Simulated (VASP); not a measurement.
# TaN (P-6m2) in VASP: further runs, part 2 of 2

VASP 6.6.1. The steps go on from the part before.

### Step 4. Single point, PBEsol (9.78 Å³/atom)

The input, INCAR:

```
SYSTEM = TaN
PREC     = Accurate       ! precision mode
ENCUT    = 520            ! plane-wave cutoff, eV
EDIFF    = 1E-7           ! SCF threshold, eV
ISMEAR   = 0              ! smearing method
SIGMA    = 0.15           ! smearing width, eV
LREAL    = .FALSE.        ! projectors in reciprocal space
LASPH    = .TRUE.         ! aspherical terms in the spheres
NELM     = 100            ! most SCF steps
ALGO     = Normal         ! electronic algorithm
ISIF     = 2              ! what is computed and relaxed
LWAVE    = .FALSE.        ! write WAVECAR
LCHARG   = .FALSE.        ! write CHGCAR
GGA      = PS             ! functional
NBANDS   = 15             ! bands
```

The input, KPOINTS:

```
Automatic mesh
0
G
  21 21 18
  0 0 0
```

The input, POSCAR:

```
TaN
1.0
    2.8438886533      0.0000000000      0.0000000000
   -1.4219443266      2.4628798193      0.0000000000
    0.0000000000      0.0000000000      2.7920566128
Ta N
1 1
Direct
    0.3333333333      0.6666666667      0.5000000000
    0.0000000000      0.0000000000      0.0000000000
```

Potentials or basis: VASP PAW PBE potentials, release 64 (Ta_pv, N).

The run is started by

```console
> cat potpaw_PBE.64/Ta_pv/POTCAR potpaw_PBE.64/N/POTCAR > POTCAR
> mpirun -np 1 vasp_std > vasp.out
```

OUTCAR:

```text
SYSTEM = TaN
   PREC = Accurate
   ENCUT = 520
   EDIFF = 1E-7
   ISMEAR = 0
   LREAL = .FALSE.
   LASPH = .TRUE.
   NELM = 100
   ISIF = 2
   GGA = PS

 ion  position               nearest neighbor table
   1  0.333  0.667  0.500-   2 2.16   2 2.16   2 2.16   2 2.16   2 2.16   2 2.16
   2  0.000  0.000  0.000-   1 2.16   1 2.16   1 2.16   1 2.16   1 2.16   1 2.16

  LATTYP: Found a hexagonal cell.
 ALAT       =     2.8438886533
 C/A-ratio  =     0.9817742370

  Lattice vectors:

 A1 = (   2.8438886533,   0.0000000000,   0.0000000000)
 A2 = (  -1.4219443266,   2.4628798193,   0.0000000000)
 A3 = (   0.0000000000,   0.0000000000,   2.7920566128)

Analysis of symmetry for initial positions (statically):
=====================================================================
 Subroutine PRICEL returns:
 Original cell was already a primitive cell.

 Routine SETGRP: Setting up the symmetry group for a
 hexagonal supercell.

 Subroutine GETGRP returns: Found 12 space group operations
 (whereof 12 operations were pure point group operations)
 out of a pool of 24 trial point group operations.

The static configuration has the point symmetry D_3h.

[... 175 lines left out ...]
      6       4.1331      2.00000
      7       4.4296      2.00000
      8       6.1287      2.00000
      9      12.1046      0.00000
     10      13.2054      0.00000
     11      13.2054      0.00000
     12      13.7014      0.00000
     13      13.7014      0.00000
     14      22.7422      0.00000
[... 401 lines left out ...]
      2     -25.2560      2.00000
      3     -25.2368      2.00000
      4      -8.0041      2.00000
      5       1.7993      2.00000
      6       4.5830      2.00000
      7       4.9118      2.00000
      8       5.8258      2.00000
      9      11.3175      0.00000
     10      12.7584      0.00000
     11      13.8555      0.00000
     12      15.1354      0.00000
     13      15.5578      0.00000
     14      22.8213      0.00000
     15      23.1923      0.00000

 [... further k-points ...]

------------------------ aborting loop because EDIFF is reached ----------------------------------------

  FORCE on cell =-STRESS in cart. coord.  units (eV):
  Direction    XX          YY          ZZ          XY          YZ          ZX
  --------------------------------------------------------------------------------------
  -------------------------------------------------------------------------------------
  Total        4.4079569      4.4079569      4.9620591      0.0000000     -0.0000000     -0.0000000
  in kB      361.1335978    361.1335978    406.5298905      0.0000000     -0.0000000     -0.0000000
  external PRESSURE =     376.2656954 kB  Pullay stress =       0.0000000 kB

 VOLUME and BASIS-vectors are now :
 -----------------------------------------------------------------------------
  energy-cutoff  :      520.00
  volume of cell :       19.56
      direct lattice vectors                 reciprocal lattice vectors
     2.843888653  0.000000000  0.000000000     0.351631207  0.203014372  0.000000000
    -1.421944327  2.462879819  0.000000000     0.000000000  0.406028744  0.000000000
     0.000000000  0.000000000  2.792056613     0.000000000  0.000000000  0.358158927

 POSITION                                       TOTAL-FORCE (eV/Angst)
 -----------------------------------------------------------------------------------
     -0.00000      1.64192      1.39603        -0.000000      0.000000      0.000000
      0.00000      0.00000      0.00000         0.000000      0.000000      0.000000
 -----------------------------------------------------------------------------------
    total drift:                                0.000000     -0.000000     -0.000000

  FREE ENERGIE OF THE ION-ELECTRON SYSTEM (eV)
  ---------------------------------------------------
  free  energy   TOTEN  =       -23.6139632812 eV

  energy  without entropy=      -23.6131207827  energy(sigma->0) =      -23.61354203
```

OSZICAR:

```text
N       E                     dE             d eps       ncg     rms          rms(c)
DAV:   1     0.900660424711E+02    0.90066E+02   -0.87917E+03 14400   0.115E+03
DAV:   2    -0.232054837432E+02   -0.11327E+03   -0.10684E+03 17214   0.310E+02
DAV:   3    -0.258864859835E+02   -0.26810E+01   -0.26702E+01 17095   0.447E+01
DAV:   4    -0.258959285123E+02   -0.94425E-02   -0.94404E-02 18068   0.289E+00
DAV:   5    -0.258959739784E+02   -0.45466E-04   -0.45464E-04 17354   0.186E-01    0.290E+01
DAV:   6    -0.236843702957E+02    0.22116E+01   -0.33701E+00 18449   0.225E+01    0.128E+01
DAV:   7    -0.236454348469E+02    0.38935E-01   -0.53363E-01 14883   0.561E+00    0.819E+00
DAV:   8    -0.236204500477E+02    0.24985E-01   -0.94786E-02 17991   0.259E+00    0.162E+00
DAV:   9    -0.236140181445E+02    0.64319E-02   -0.12159E-02 16311   0.932E-01    0.154E-01
DAV:  10    -0.236140296105E+02   -0.11466E-04   -0.95353E-04 17403   0.366E-01    0.790E-02
DAV:  11    -0.236139629099E+02    0.66701E-04   -0.94184E-05 17088   0.108E-01    0.961E-03
DAV:  12    -0.236139633459E+02   -0.43596E-06   -0.10764E-05 15065   0.312E-02    0.502E-03
DAV:  13    -0.236139632812E+02    0.64614E-07   -0.55691E-08 12849   0.208E-03
   1 F= -.23613963E+02 E0= -.23613542E+02  d E =-.842499E-03
```

Wall time 2 min (1 thread of Intel Xeon 8259CL, shared host); peak memory 0.26 GiB.

What came out:

```
Free energy            : -23.6140 eV
Pressure               : 37.6 GPa
Band gap on the k mesh : zero (bands 8 and 9 overlap by 0.35 eV)
```

Stress tensor (GPa, compression positive):
```
36.11  0.00  0.00
 0.00 36.11  0.00
 0.00  0.00 40.65
```

Levels at points of the mesh, in eV from the Fermi level:
```csv
k point,band 6,band 7,band 8,band 9,band 10,band 11
"(0.00, 0.00, 0.00)",-4.97,-4.67,-2.97,3.00,4.10,4.10
"(0.00, 0.00, 0.50)",-4.06,-4.06,-0.10,-0.10,2.77,3.63
```

Caveat: the cell stands under pressure; the PAW data sets were made with another functional, which shifts forces and pressure a little; spin-orbit coupling is left out, which moves the levels of the heavy elements.

### Step 5. The runs side by side

```csv
cell,gap on the mesh (eV),pressure (GPa)
"a = 2.882, b = 2.882, c = 2.718 Å, angles 90.0, 90.0, 120.0°, 2 atoms",none,39.5
"a = 2.769, b = 2.769, c = 2.945 Å, angles 90.0, 90.0, 120.0°, 2 atoms",none,36.0
"a = 2.844, b = 2.844, c = 2.792 Å, angles 90.0, 90.0, 120.0°, 2 atoms",none,37.6
```

Alike in all rows: task single point; level PBEsol; potentials or basis VASP PAW PBE potentials, release 64 (Ta_pv, N); no spin polarisation; k mesh 21 × 21 × 18; cutoff (eV) 520; smearing gaussian 0.15 eV.

Caveats: the cell stands under pressure; the PAW data sets were made with another functional, which shifts forces and pressure a little; spin-orbit coupling is left out, which moves the levels of the heavy elements.

Total energies depend on the potentials used, so only differences within one code and one set of settings carry meaning.
